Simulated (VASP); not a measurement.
Set up this calculation in VASP 6.6.1, as the native input.

```yaml
Task: single point
Functional: PBE
Dispersion: D4
Potentials_or_basis: VASP PAW PBE potentials, release 64 (I, Mg)
Cutoff: 520 eV
k_mesh: 12 × 12 × 1
Occupations: gaussian, width 0.03 eV
Spin: no spin polarisation
Dipole_correction: yes
Further_INCAR_settings: ALGO = Normal; EDIFF = 1e-06; NBANDS = 15; NELMDL = -8
```

The structure of MgI2 lies in POSCAR:

```
MgI2
1.0
    4.1362849748      0.0000000000      0.0000000000
   -2.0681424874      3.5821278654      0.0000000000
    0.0000000000      0.0000000000     30.5999999982
I Mg
2 1
Direct
    0.3333333333      0.6666666667      0.2295063932
    0.6666666667      0.3333333333      0.3391210578
    0.0000000000      0.0000000000      0.2843137255
```

The input as run:

INCAR

```
SYSTEM = MgI2
PREC     = Accurate       ! precision mode
ENCUT    = 520            ! plane-wave cutoff, eV
EDIFF    = 1E-6           ! SCF threshold, eV
ISMEAR   = 0              ! smearing method
SIGMA    = 0.03           ! smearing width, eV
LREAL    = .False.        ! projectors in reciprocal space
LASPH    = .True.         ! aspherical terms in the spheres
NELM     = 120            ! most SCF steps
ALGO     = Normal         ! electronic algorithm
ISIF     = 2              ! what is computed and relaxed
LWAVE    = .False.        ! write WAVECAR
LCHARG   = .False.        ! write CHGCAR
LDIPOL   = .True.       
IDIPOL   = 3            
DIPOL    = 0.5 0.5 0.284
GGA      = PE             ! functional
IVDW     = 13             ! dispersion correction
NBANDS   = 15             ! bands
GGA_COMPAT= .False.      
NELMDL   = -8
```

KPOINTS

```
regular mesh
0
Gamma
  12 12 1
  0 0 0
```

Potentials or basis: VASP PAW PBE potentials, release 64 (I, Mg).

Launch:

```sh
$ cat potpaw_PBE.64/I/POTCAR potpaw_PBE.64/Mg/POTCAR > POTCAR
$ mpirun -np 1 vasp_std > vasp.out
```

It gave:

```json
{
  "Largest force": "0.012 eV/Å",
  "Band gap on the k mesh": "3.63 eV (least direct gap 4.08 eV)",
  "Dispersion energy per atom": "-0.229 eV"
}
```

Caveat: spin-orbit coupling is left out, which moves the levels of the heavy elements.

Run time: 7.5 min on 1 thread of AMD EPYC 7R43 64-Core Processor (Zen 3) (shared host), peak memory 0.52 GiB.
